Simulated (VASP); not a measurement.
# MgO (Cmcm) in VASP: a series of runs, part 3 of 3

VASP 6.6.1.

### Step 5. Single point, PBEsol (mode 5 frozen in at -0.024 Å, strain +e along z and -e/2 along x and y -0.0467)

Contents of INCAR:

```
PREC     = Accurate       # precision mode
ENCUT    = 520            # plane-wave cutoff, eV
EDIFF    = 1E-6           # SCF threshold, eV
ISMEAR   = 0              # smearing method
SIGMA    = 0.05           # smearing width, eV
LREAL    = False          # projectors in reciprocal space
LASPH    = True           # aspherical terms in the spheres
NELM     = 100            # most SCF steps
ALGO     = Normal         # electronic algorithm
ISIF     = 2              # what is computed and relaxed
LWAVE    = False          # write WAVECAR
LCHARG   = False          # write CHGCAR
GGA      = PS             # functional
NBANDS   = 16             # bands
```

Contents of KPOINTS:

```
regular mesh
0
Gamma
  9 9 6
```

Contents of POSCAR:

```
MgO
1.0
    3.5763691814      0.0000000000      0.0000000000
   -1.7881845907      3.0972265644      0.0000000000
    0.0000000000      0.0000000000      3.9988201221
Mg O
2 2
Direct
    0.6626356829      0.3252713658      0.7500000000
    0.3373643171      0.6747286342      0.2500000000
    0.6696346346      0.3392692692      0.2500000000
    0.3303653654      0.6607307308      0.7500000000
```

Potentials or basis: VASP PAW PBE potentials, release 64 (Mg, O).

Run with:

```sh
cat potpaw_PBE.64/Mg/POTCAR potpaw_PBE.64/O/POTCAR > POTCAR
mpirun -np 1 vasp_std > vasp.out
```

OUTCAR:

```text
PREC = Accurate
   ENCUT = 520
   EDIFF = 1E-6
   ISMEAR = 0
   LREAL = False
   LASPH = True
   NELM = 100
   ISIF = 2
   GGA = PS

 ion  position               nearest neighbor table
   1  0.663  0.325  0.750-   3 2.00   3 2.00   4 2.06   4 2.07   4 2.07   2 2.84   2 2.84   2 2.89
                             2 2.89   2 2.89   2 2.89
   2  0.337  0.675  0.250-   4 2.00   4 2.00   3 2.06   3 2.07   3 2.07   1 2.84   1 2.84   1 2.89
                             1 2.89   1 2.89   1 2.89
   3  0.670  0.339  0.250-   1 2.00   1 2.00   2 2.06   2 2.07   2 2.07
   4  0.330  0.661  0.750-   2 2.00   2 2.00   1 2.06   1 2.07   1 2.07

  LATTYP: Found a hexagonal cell.
 ALAT       =     3.5763691814
 C/A-ratio  =     1.1181228557

  Lattice vectors:

 A1 = (   3.5763691814,   0.0000000000,   0.0000000000)
 A2 = (  -1.7881845907,   3.0972265644,   0.0000000000)
 A3 = (   0.0000000000,   0.0000000000,   3.9988201221)

Analysis of symmetry for initial positions (statically):
=====================================================================
 Subroutine PRICEL returns:
 Original cell was already a primitive cell.

 Routine SETGRP: Setting up the symmetry group for a
 hexagonal supercell.

 Subroutine GETGRP returns: Found  8 space group operations
 (whereof  4 operations were pure point group operations)
 out of a pool of 24 trial point group operations.

The static configuration has the point symmetry C_2h.
 The point group associated with its full space group is D_2h.

Analysis of symmetry for dynamics (positions and initial velocities):
=====================================================================
 Subroutine PRICEL returns:
 Original cell was already a primitive cell.

 Routine SETGRP: Setting up the symmetry group for a
 hexagonal supercell.

 Subroutine GETGRP returns: Found  8 space group operations
 (whereof  4 operations were pure point group operations)
[... 122 lines left out ...]
   ISMEAR =     0;   SIGMA  =   0.05  broadening in eV -4-tet -1-fermi 0-gaus
   EFERMI_NEDOS =   21; number of points for ismear=-14 and -15
   IALGO  =     38    algorithm
   IMIX   =      4    mixing-type and parameters
     AMIX     =   0.40;   BMIX     =  1.00
     AMIX_MAG =   1.60;   BMIX_MAG =  1.00
  volume/ion in A,a.u.               =      11.07        74.73
  Fermi-wavevector in a.u.,A,eV,Ry     =   1.165912  2.203254 18.495090  1.359351
  Thomas-Fermi vector in A             =   2.302432
   LORBIT       =      0    0 simple, 1 ext, 2 COOP (PROOUT), +10 PAW based schemes
   GGA     = PS    functional components
   LHFCALC =     F    Hartree Fock is set to
   AEXX    =    0.0000 exact exchange contribution
   IVDW    =     0    specifies the selected vdW correction
   LEPSILON=     F    determine dielectric tensor
   LRPA    =     F    only Hartree local field effects (RPA)
 non-spin polarized calculation
 Gauss-broadening in eV      SIGMA  =   0.05
  energy-cutoff  :      520.00
  volume of cell :       44.29
 maximum number of plane-waves:      1226
   NGX = 13   NGY = 13   NGZ = 15

 number of electron      15.9999993 magnetization

 Free energy of the ion-electron system (eV)
  ---------------------------------------------------
  ext. energy  EPLUGINS =         0.00000000
  ---------------------------------------------------
  free energy    TOTEN  =       -24.66256453 eV

  energy without entropy =      -24.66256453  energy(sigma->0) =      -24.66256453

 E-fermi :   1.9894     XC(G=0): -10.2548

 val. band max:        1.7012313688   @ k =   0.0000   0.0000   0.0000
 cond. band min:       5.0592528984   @ k =   0.0000   0.0000   0.0000
 fundamental gap:      3.3580215297
 Fermi energy:         1.9893918628

 k-point     1 :       0.0000    0.0000    0.0000
  band No.  band energies     occupation
      1     -15.0541      2.00000
      2     -13.5395      2.00000
      3      -1.6993      2.00000
      4      -0.0665      2.00000
      5      -0.0331      2.00000
      6       1.0295      2.00000
[... 433 lines left out ...]
      3      -1.8053      2.00000
      4      -0.5289      2.00000
      5      -0.3718      2.00000
      6      -0.0481      2.00000
[... 8 lines left out ...]
     15      16.3439      0.00000
     16      16.4908      0.00000

 [... further k-points ...]
[... 5 lines left out ...]
  --------------------------------------------------------------------------------------
  -------------------------------------------------------------------------------------
  Total       -0.9281508     -0.8808173      3.1341962      0.0000000     -0.0000000      0.0000000
  in kB      -33.5723667    -31.8602521    113.3677634      0.0000000     -0.0000000      0.0000000
  external PRESSURE =      15.9783815 kB  Pullay stress =       0.0000000 kB

 VOLUME and BASIS-vectors are now :
 -----------------------------------------------------------------------------
  energy-cutoff  :      520.00
  volume of cell :       44.29
      direct lattice vectors                 reciprocal lattice vectors
     3.576369181  0.000000000  0.000000000     0.279613191  0.161434751  0.000000000
    -1.788184591  3.097226564  0.000000000     0.000000000  0.322869503  0.000000000
     0.000000000  0.000000000  3.998820122     0.000000000  0.000000000  0.250073764

 POSITION                                       TOTAL-FORCE (eV/Angst)
 -----------------------------------------------------------------------------------
      1.78818      1.00744      2.99912         0.000000      0.188537      0.000000
     -0.00000      2.08979      0.99971         0.000000     -0.188537     -0.000000
      1.78818      1.05079      0.99971        -0.000000     -0.112405      0.000000
      0.00000      2.04643      2.99912         0.000000      0.112405      0.000000
 -----------------------------------------------------------------------------------
    total drift:                                0.000000      0.000000      0.000000

  FREE ENERGIE OF THE ION-ELECTRON SYSTEM (eV)
  ---------------------------------------------------
  free  energy   TOTEN  =       -24.6625645263 eV

  energy  without entropy=      -24.6625645263  energy(sigma->0) =      -24.66256453
```

stdout:

```text
POSCAR found type information on POSCAR MgO
 POSCAR found :  2 types and       4 ions
 scaLAPACK will be used
 -----------------------------------------------------------------------------
|                                                                             |
|                                                                             |
|     You enforced a specific xc type in the INCAR file but a different       |
|     I HOPE YOU KNOW WHAT YOU ARE DOING!                                     |
|                                                                             |
 -----------------------------------------------------------------------------

 LDA part: xc-table for (Slater+PW92), standard interpolation
 POSCAR, INCAR and KPOINTS ok, starting setup
 FFT: planning ... GRIDC
 FFT: planning ... GRID_SOFT
 FFT: planning ... GRID
 WAVECAR not read
 entering main loop
```

It took 22 s on 1 thread of Intel Xeon 6975P-C (Granite Rapids), shared host; peak memory 0.2 GiB.

Results:

```yaml
Free_energy: -24.6626 eV
Pressure: 1.6 GPa
Largest_force: 0.189 eV/Å
Band_gap_on_the_k_mesh: 3.36 eV, direct
```

Forces on the atoms (eV/Å):
```
Mg   0.000  0.189  0.000
Mg   0.000 -0.189  0.000
O    0.000 -0.112  0.000
O    0.000  0.112  0.000
```

Levels at points of the mesh, in eV from the valence-band top:
| k point | band 4 | band 5 | band 6 | band 7 | band 8 | band 9 | band 10 | band 11 | band 12 | band 13 |
| --- | --- | --- | --- | --- | --- | --- | --- | --- | --- | --- |
| (0.00, 0.00, 0.00) | -1.77 | -1.73 | -0.67 | -0.57 | 0.00 | 3.36 | 9.74 | 11.92 | 12.18 | 12.78 |
| (0.00, 0.00, 0.50) | -2.40 | -1.22 | -1.22 | -1.20 | -1.20 | 6.46 | 6.46 | 12.39 | 12.39 | 12.41 |

Caveat: the cell differs from its parent crystal (mode 5 frozen in at -0.024 Å, strain +e along z and -e/2 along x and y -0.0467); the PAW data sets were made with another functional, which shifts forces and pressure a little.

### Step 6. Single point, PBEsol (mode 5 frozen in at +0.049 Å, strain +e along z and -e/2 along x and y -0.0233)

Contents of INCAR:

```
PREC     = Accurate       # precision mode
ENCUT    = 520            # plane-wave cutoff, eV
EDIFF    = 1E-7           # SCF threshold, eV
ISMEAR   = 0              # smearing method
SIGMA    = 0.05           # smearing width, eV
LREAL    = F              # projectors in reciprocal space
LASPH    = T              # aspherical terms in the spheres
NELM     = 80             # most SCF steps
ALGO     = Normal         # electronic algorithm
ISIF     = 2              # what is computed and relaxed
LWAVE    = F              # write WAVECAR
LCHARG   = F              # write CHGCAR
GGA      = PS             # functional
NBANDS   = 16             # bands
```

KPOINTS is that of step 5.

Contents of POSCAR:

```
MgO
1.0
    3.5354804147      0.0000000000      0.0000000000
   -1.7677402074      3.0618158537      0.0000000000
    0.0000000000      0.0000000000      4.0969764116
Mg O
2 2
Direct
    0.6747286342      0.3494572684      0.7500000000
    0.3252713658      0.6505427316      0.2500000000
    0.6607307308      0.3214614617      0.2500000000
    0.3392692692      0.6785385383      0.7500000000
```

Potentials or basis: VASP PAW PBE potentials, release 64 (Mg, O).

Run with:

```sh
cat potpaw_PBE.64/Mg/POTCAR potpaw_PBE.64/O/POTCAR > POTCAR
mpirun -np 1 vasp_std > vasp.out
```

Wall time 24 s (1 thread of Intel Xeon 6975P-C (Granite Rapids), shared host); peak memory 0.2 GiB.

Results (log left out):

| Property | Result |
| --- | --- |
| Free energy | -24.7136 eV |
| Pressure | 0.2 GPa |
| Largest force | 0.344 eV/Å |
| Band gap on the k mesh | 3.30 eV, direct |

Forces on the atoms (eV/Å):
```
Mg   0.000 -0.344  0.000
Mg   0.000  0.344  0.000
O    0.000  0.211  0.000
O    0.000 -0.211  0.000
```

Stress tensor (GPa, compression positive):
```
-1.64  0.00  0.00
 0.00 -2.48  0.00
 0.00  0.00  4.67
```

Levels at points of the mesh, in eV from the valence-band top:
```csv
k point,band 6,band 7,band 8,band 9,band 10,band 11
"(0.00, 0.00, 0.00)",-0.81,-0.63,0.00,3.30,9.48,11.98
"(0.00, 0.00, 0.50)",-1.28,-1.23,-1.23,6.37,6.37,12.50
```

Caveat: the cell differs from its parent crystal (mode 5 frozen in at +0.049 Å, strain +e along z and -e/2 along x and y -0.0233); the PAW data sets were made with another functional, which shifts forces and pressure a little.

### Step 7. The runs side by side

| cell | gap on the mesh (eV) | pressure (GPa) | largest force (eV/Å) |
| --- | --- | --- | --- |
| a = 3.413, b = 3.413, c = 4.391 Å, angles 90.0, 90.0, 120.0°, 4 atoms | 3.17 | 0.7 | 0.50 |
| a = 3.372, b = 3.372, c = 4.488 Å, angles 90.0, 90.0, 120.0°, 4 atoms | 3.17 | 2.3 | 0.34 |
| a = 3.576, b = 3.576, c = 3.999 Å, angles 90.0, 90.0, 120.0°, 4 atoms | 3.36 | 1.6 | 0.19 |
| a = 3.535, b = 3.535, c = 4.097 Å, angles 90.0, 90.0, 120.0°, 4 atoms | 3.30 | 0.2 | 0.34 |

Some of these runs hold the atoms at other places in the same cell, which the table doesn't show; runs alike in all that it shows share one row.

Alike in all rows: task single point; level PBEsol; potentials or basis VASP PAW PBE potentials, release 64 (Mg, O); no spin polarisation; k mesh 9 × 9 × 6; cutoff (eV) 520; smearing gaussian 0.05 eV.

Caveats: the PAW data sets were made with another functional, which shifts forces and pressure a little.

Total energies depend on the potentials used, so only differences within one code and one set of settings carry meaning.
